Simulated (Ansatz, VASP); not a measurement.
One calculation of CdS, two programs

Contents of POSCAR:

```
CdS
1.0
    4.1121470157      0.0000000000      0.0000000000
   -2.0560735078      3.5612237797      0.0000000000
    0.0000000000      0.0000000000      6.7659754197
Cd S
2 2
Direct
    0.3333333333      0.6666666667      0.0005890635
    0.6666666667      0.3333333333      0.5005890635
    0.3333333333      0.6666666667      0.3744109365
    0.6666666667      0.3333333333      0.8744109365
```

File INCAR.step1:

```
SYSTEM = CdS
PREC = Accurate
ENCUT = 520
ISMEAR = 0
SIGMA = 0.01
LREAL = .FALSE.
LASPH = .TRUE.
NELM = 80
NBANDS = 26
GGA = PE
ALGO = Normal
EDIFF = 1E-4
LWAVE = .TRUE.
LCHARG = .FALSE.
```

The input INCAR.step2:

```
SYSTEM = CdS
PREC = Accurate
ENCUT = 520
EDIFF = 1E-7
ISMEAR = 0
SIGMA = 0.01
LREAL = .FALSE.
LASPH = .TRUE.
NELM = 80
ALGO = Normal
ISIF = 2
LWAVE = .FALSE.
LCHARG = .FALSE.
METAGGA = R2SCAN
LMIXTAU = .TRUE.
NBANDS = 26
ISTART = 1
```

KPOINTS

```
Automatic mesh
0
G
  12 12 4
  0 0 0
```

Input for Ansatz:

```yaml
crystal:
  lattice:
    - [4.1121470157, 0.0, 0.0]
    - [-2.0560735078, 3.5612237797, 0.0]
    - [0.0, 0.0, 6.7659754197]
  atoms:
    - { symbol: Cd, position: [0.3333333333, 0.6666666667, 0.0005890635] }
    - { symbol: Cd, position: [0.6666666667, 0.3333333333, 0.5005890635] }
    - { symbol: S, position: [0.3333333333, 0.6666666667, 0.3744109365] }
    - { symbol: S, position: [0.6666666667, 0.3333333333, 0.8744109365] }
kpoints:
  mp_grid: { grid: [12, 12, 4] }
  band_path:
    path:
      - [0.0, 0.0, 0.0]
      - [0.5, 0.0, 0.0]
      - [0.3333333333, 0.3333333333, 0.0]
      - [0.0, 0.0, 0.5]
      - [0.5, 0.0, 0.5]
      - [0.3333333333, 0.3333333333, 0.5]
    npoints: 1
hamiltonian:
  xc: r2scan
scf:
  occupations: { method: fixed }
  n_extra_bands: 5
output:
  forces: true
  stress: true
  eigenvalues: true
```

Change from the starting cell: biaxial_xy strain -1.3%.

Alike in both runs: task single point; functional r2SCAN; k mesh 12 × 12 × 4; no spin polarisation.

```csv
,VASP,Ansatz
version,VASP 6.6.1,Ansatz 0.2.0
potentials or method,"VASP PAW PBE potentials, release 64 (Cd, S)","plane waves, PAW"
plane-wave cutoff (eV),520,500
occupations,"gaussian, width 0.01 eV",fixed
valence electrons in the cell,36,52
```

Ansatz gave:

* gap on the k mesh at the Fermi level (eV): 1.67
* pressure (GPa): 1.6
* traceless stress, the component that is largest in VASP (GPa): -0.38

Task: What did VASP give for the same quantities?

Result: gap on the k mesh at the Fermi level (eV): 1.66; pressure (GPa): 1.9; traceless stress, the component that is largest in VASP (GPa): -0.37.

VASP's potentials were made for PBE, not for r2SCAN. VASP's potentials hold 36 valence electrons a cell and Ansatz's 52, so a difference there can come from the potentials and not from the codes.
